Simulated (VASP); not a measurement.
SrAl3, 4 atoms in the cell. It takes space group Cmmm (No. 65, orthorhombic). The conventional cell has a = 6.264 Å, b = 6.390 Å, c = 4.474 Å, α = 90.00°, β = 90.00°, γ = 90.00°. Within 4.1 Å of Sr (site symmetry mmm) lie 12 Al at 3.13 to 3.20 Å. Within 4.1 Å of Al (site symmetry 2/m) lie 8 Al at 3.13 to 3.20 Å and 4 Sr at 3.16 Å. Within 4.1 Å of Al (site symmetry mmm) lie 4 Sr at 3.13 to 3.20 Å and 8 Al at 3.16 Å. 

| Property | Result |
| --- | --- |
| Program | VASP 6.6.1 |
| Task | single point |
| Functional | PBE |
| Potentials or basis | VASP PAW PBE potentials, release 64 (Sr_sv, Al) |
| Cutoff | 520 eV |
| k mesh | 8 × 8 × 8 |
| Occupations | gaussian, width 0.05 eV |
| Spin | no spin polarisation |
| Dipole correction | no |
| Further INCAR settings | ALGO = Fast; EDIFF = 1e-06; NBANDS = 18 |

Potentials or basis: VASP PAW PBE potentials, release 64 (Sr_sv, Al).

Launch:

```bash
$ cat potpaw_PBE.64/Sr_sv/POTCAR potpaw_PBE.64/Al/POTCAR > POTCAR
$ mpirun -np 1 vasp_std > vasp.out
```

Hardware: 1 thread of Oxide Virtual Turin-like Processor (shared host).

Estimate the wall time of this run.

It took 6.5 min on 1 thread of Oxide Virtual Turin-like Processor (shared host), peak memory 0.28 GiB. Counts: scf iterations 13, k points 105.
